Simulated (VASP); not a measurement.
Here is a VASP 6.6.1 calculation.

Contents of INCAR:

```
SYSTEM = SnSe2
  PREC = Accurate
  ENCUT = 520
  EDIFF = 1E-6
  ISMEAR = 0
  SIGMA = 0.02
  LREAL = .False.
  LASPH = .True.
  NELM = 80
  ALGO = Normal
  ISIF = 2
  LWAVE = .False.
  LCHARG = .False.
  GGA = PE
  NBANDS = 20
```

The input KPOINTS:

```
Automatic mesh
0
Gamma
  12 12 4
  0 0 0
```

Contents of POSCAR:

```
SnSe2
1.0
    3.8625212203      0.0000000000      0.0000000000
   -1.9312606102      3.3450414994      0.0000000000
    0.0000000000      0.0000000000      6.6000750243
Sn Se
1 2
Direct
    0.0000000000      0.0000000000      0.0000000000
    0.3333333333      0.6666666667      0.2419417899
    0.6666666667      0.3333333333      0.7580582101
```

Potentials or basis: VASP PAW PBE potentials, release 64 (Sn_d, Se).

Launch:

```bash
$ cat potpaw_PBE.64/Sn_d/POTCAR potpaw_PBE.64/Se/POTCAR > POTCAR
$ mpirun -np 1 vasp_std > vasp.out
```

Question: Predict the pressure.

Answer: 0.5 GPa.

Question: What does it give for the largest force?

Answer: 0.006 eV/Å.

Question: What does it give for the band gap on the k mesh?

Answer: 0.68 eV, indirect (least direct gap 1.12 eV).

Forces on the atoms (eV/Å):
```
Sn   0.000  0.000  0.000
Se   0.000  0.000  0.006
Se   0.000  0.000 -0.006
```

Caveat: spin-orbit coupling is left out, which moves the levels of the heavy elements; this functional lacks dispersion, which binds the layers, so the pressure and a relaxed spacing across them are unreliable. A k mesh can miss the band edges.
